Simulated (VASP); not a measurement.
Crystal: SiO2.

```
Si O
1.0
     4.23568    0.00000    0.00000
     0.00000    4.23568    0.00000
     0.00000    0.00000    2.69064
Si O
2 4
Direct
  0.00000 0.00000 0.00000
  0.50000 0.50000 0.50000
  0.30697 0.30697 0.00000
  0.19303 0.80697 0.50000
  0.80697 0.19303 0.50000
  0.69303 0.69303 0.00000
```

- Program: VASP 6.6.1
- Task: relaxation of cell and atoms
- Functional: LDA
- Potentials or basis: VASP PAW LDA potentials, release 64 (Si, O)
- Cutoff: 600 eV
- k mesh: 6 × 6 × 8
- Occupations: fermi-dirac, width 0.02 eV
- Spin: no spin polarisation

At the start: pressure -13.4 GPa; volume 8.05 Å³/atom.

How do energy, volume and symmetry change on relaxing?

Over 10 steps the energy falls by 16.4 meV/atom and the volume is 7.67 Å³/atom (-4.7 %); space group P4_2/mnm (No. 136, to 0.05 Å).

Step by step:
```tsv
step	energy change (eV)	largest force (eV/Å)	pressure (GPa)	volume (Å³)
1	0.0000	0.0886	-13.44	48.27
2	0.0746	0.8497	21.26	43.71
3	-0.0890	0.2786	-0.36	46.26
4	-0.0890	0.2866	-0.07	46.22
5	-0.0981	0.0426	0.27	45.97
6	-0.0981	0.0385	0.27	45.97
7	-0.0986	0.0021	-0.27	46.03
8	-0.0987	0.0063	-0.15	46.02
9	-0.0987	0.0096	0.15	45.98
10	-0.0987	0.0014	0.00	46.00
```

Final structure:
```cif
data_structure
_symmetry_space_group_name_H-M 'P 1'
_symmetry_Int_Tables_number 1
_cell_length_a 4.1539
_cell_length_b 4.1539
_cell_length_c 2.6658
_cell_angle_alpha 90.000
_cell_angle_beta 90.000
_cell_angle_gamma 90.000
_cell_volume 46.00
loop_
_atom_site_label
_atom_site_type_symbol
_atom_site_fract_x
_atom_site_fract_y
_atom_site_fract_z
_atom_site_occupancy
Si1 Si 0.00000 0.00000 0.00000 1
Si2 Si 0.50000 0.50000 0.50000 1
O1 O 0.30539 0.30539 0.00000 1
O2 O 0.19461 0.80539 0.50000 1
O3 O 0.80539 0.19461 0.50000 1
O4 O 0.69461 0.69461 0.00000 1
```
